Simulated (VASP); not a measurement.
A run of VASP 6.6.1 is set up as follows.

INCAR

```
PREC = Accurate
ENCUT = 520
EDIFF = 1E-8
ISMEAR = -1
SIGMA = 0.02
LREAL = False
LASPH = True
NELM = 120
ALGO = Normal
ISIF = 2
LWAVE = False
LCHARG = False
GGA = PE
LEFG = True
NBANDS = 20
GGA_COMPAT = False
```

Contents of KPOINTS:

```
regular mesh
0
Gamma
  11 11 11
```

POSCAR

```
CdO
1.0
    0.0000000000      2.3675570784      2.3675570784
    2.3675570784      0.0000000000      2.3675570784
    2.3675570784      2.3675570784      0.0000000000
Cd O
1 1
Direct
    0.0000000000      0.0000000000      0.0000000000
    0.5000000000      0.5000000000      0.5000000000
```

Potentials or basis: VASP PAW PBE potentials, release 64 (Cd_sv_GW, O).

Run with:

```sh
$ cat potpaw_PBE.64/Cd_sv_GW/POTCAR potpaw_PBE.64/O/POTCAR > POTCAR
$ mpirun -np 1 vasp_std > vasp.out
```

(1) Estimate the pressure.

(2) Predict the band gap on the k mesh.

Results:

(1) 0.4 GPa.

(2) zero (bands 13 and 14 overlap by 0.43 eV).

Caveat: semilocal functionals underestimate gaps, and a narrow one can read as zero.
